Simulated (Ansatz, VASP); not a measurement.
**SiC in VASP and in Ansatz**

```
CELL_PARAMETERS angstrom
2.18986 -2.18986 0.00000
2.18986 0.00000 -2.18986
11.31415 7.48211 7.48211
ATOMIC_POSITIONS crystal
Si 0.76913 0.76913 0.39580
Si 0.19968 0.19968 0.22913
Si 0.33858 0.33858 0.56247
Si 0.47748 0.47748 0.89580
Si 0.90803 0.90803 0.72913
Si 0.63023 0.63023 0.06247
C 0.41149 0.41149 0.43747
C 0.84204 0.84204 0.27080
C 0.98094 0.98094 0.60413
C 0.11984 0.11984 0.93747
C 0.55039 0.55039 0.77080
C 0.27259 0.27259 0.10413
```

Alike in both runs: task single point; functional PBE; k mesh 10 × 10 × 2; occupations gaussian, width 0.05 eV; no spin polarisation.

|  | VASP | Ansatz |
| --- | --- | --- |
| version | VASP 6.6.1 | Ansatz 0.2.0 |
| potentials or method | VASP PAW PBE potentials, release 64 (Si, C), cutoff 520 eV | scalar-relativistic, plane waves, PAW |
| valence electrons in the cell | 48 | 48 |

```tsv
	VASP	Ansatz	Ansatz less VASP
gap on the k mesh at the Fermi level (eV)	0.87	0.88	+0.008
least direct gap on the mesh (eV)	1.78	1.79	+0.008
pressure (GPa)	-2.0	-1.9	+0.03
traceless stress, the component that is largest in VASP (GPa)	2.81	2.81	+0.004
rms of the force components (eV/Å)	0.177	0.179	+0.0016
```

Atom by atom the forces differ by 0.003 eV/Å (rms over components).
